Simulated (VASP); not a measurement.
PbSe (Clausthalite): single point with LDA

The system is PbSe (Clausthalite).

```xyz
2
Lattice="0.0000 3.0193 3.0193 3.0193 0.0000 3.0193 3.0193 3.0193 0.0000" Properties=species:S:1:pos:R:3 pbc="T T T"
Pb    0.0000    0.0000    0.0000
Se    3.0193    3.0193    3.0193
```

```yaml
Program: VASP 6.6.1
Task: single point
Functional: LDA
Potentials_or_basis: VASP PAW LDA potentials, release 64 (Pb_d, Se)
Cutoff: 520 eV
k_mesh: 5 × 5 × 5
Occupations: gaussian, width 0.01 eV
Spin: no spin polarisation
Dipole_correction: no
Further_INCAR_settings: ALGO = Normal; EDIFF = 1e-06; NBANDS = 17
```

* Pressure: 0.0 GPa

Levels at points of the mesh, in eV from the Fermi level:
| k point | band 8 | band 9 | band 10 | band 11 | band 12 | band 13 |
| --- | --- | --- | --- | --- | --- | --- |
| (0.00, 0.00, 0.00) | -1.72 | -1.72 | -1.72 | 5.03 | 5.03 | 5.03 |

It took 3.8 s on 1 thread of Intel Xeon 6975P-C, on a shared host, peak memory 0.15 GiB.

Caveat: this odd mesh misses L, where the gap lies, so gap, dielectric constants and Born charges aren't listed; spin-orbit coupling is left out, which moves the levels of the heavy elements.
